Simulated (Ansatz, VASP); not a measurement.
**CuO: VASP beside Ansatz**

Contents of INCAR:

```
PREC = Accurate
ENCUT = 520
EDIFF = 1E-7
ISMEAR = 0
SIGMA = 0.05
LREAL = F
LASPH = T
NELM = 150
ALGO = Normal
ISIF = 2
LWAVE = F
LCHARG = F
ISPIN = 2
MAGMOM = 1 -1 -1 1 0 0 0 0
LORBIT = 11
LMAXMIX = 4
LDAU = T
LDAUTYPE = 2
LDAUL = 2 -1
LDAUU = 4 0
LDAUJ = 0 0
LDAUPRINT = 1
GGA = PE
NBANDS = 48
```

KPOINTS

```
Automatic mesh
0
Gamma
  6 6 4
```

File POSCAR:

```
CuO
1.0
    4.1744183809      0.0000000000      0.3305692766
    0.0000000000      4.1521210885      0.0000000000
   -0.4124906359      0.0000000000      5.2015957572
Cu O
4 4
Direct
    0.2500000000      0.2500000000      0.0000000000
    0.2500000000     -0.2500000000      0.5000000000
    0.7500000000      0.7500000000      0.0000000000
    0.7500000000      0.2500000000      0.5000000000
    0.5000000000     -0.0000352668      0.2500000000
    0.5000000000      0.0000352668      0.7500000000
    1.0000000000      0.4999647332      0.2500000000
    1.0000000000      0.5000352668      0.7500000000
```

Input for Ansatz:

```yaml
crystal:
  lattice:
    - [4.1744183809, 0.0, 0.3305692766]
    - [0.0, 4.1521210885, 0.0]
    - [-0.4124906359, 0.0, 5.2015957572]
  atoms:
    - { symbol: Cu, position: [0.25, 0.25, 0.0], spin: 1.0 }
    - { symbol: Cu, position: [0.25, -0.25, 0.5], spin: -1.0 }
    - { symbol: O, position: [0.5, -3.52668e-05, 0.25] }
    - { symbol: O, position: [0.5, 3.52668e-05, 0.75] }
    - { symbol: Cu, position: [0.75, 0.75, 0.0], spin: -1.0 }
    - { symbol: Cu, position: [0.75, 0.25, 0.5], spin: 1.0 }
    - { symbol: O, position: [1.0, 0.4999647332, 0.25] }
    - { symbol: O, position: [1.0, 0.5000352668, 0.75] }
basis:
  ecutwfc: 420
  ecutrho_ratio: 4
kpoints:
  mp_grid: { grid: [6, 6, 4] }
hamiltonian:
  xc: pbe
  hubbard: { sites: [{ species: Cu, l: d, u_eff: 4.0 }] }
scf:
  occupations: { method: gaussian, width: 0.05 }
  lower_state_search: "off"
output:
  forces: true
  stress: true
  eigenvalues: true
  populations: true
  hubbard: { sites: [{ species: Cu, l: d }] }
magnetization:
  spin_polarized: true
checkpoint:
  read: start.run
  write: ck
  compress: false
  write_wavefunctions: false
  write_every: 100000
```

Alike in both runs: task single point; functional PBE; k mesh 6 × 6 × 4; occupations gaussian, width 0.05 eV; collinear spin; Hubbard terms Cu d U = 4.0 eV.

```csv
,VASP,Ansatz
version,VASP 6.6.1,Ansatz 0.2.0
potentials or method,"VASP PAW PBE potentials, release 64 (Cu, O), cutoff 520 eV","scalar-relativistic, plane waves, PAW"
valence electrons in the cell,68,100
```

Ansatz gave:

- pressure (GPa): -0.1
- net moment per atom (μB): 0.00
- size of the moment on the site where the two differ most (μB): 0.56

Task: What did VASP give for the same quantities?

Result: Pressure (GPa): -2.8; net moment per atom (μB): 0.00; size of the moment on the site where the two differ most (μB): 0.60.

Site moments also hang on the region over which each program counts them. The programs project onto different local orbitals, so the same U acts differently, and such runs can settle in different states. VASP's potentials hold 68 valence electrons a cell and Ansatz's 100, so a difference there can come from the potentials and not from the codes. Ansatz's warnings: filled band counts differ across k points.
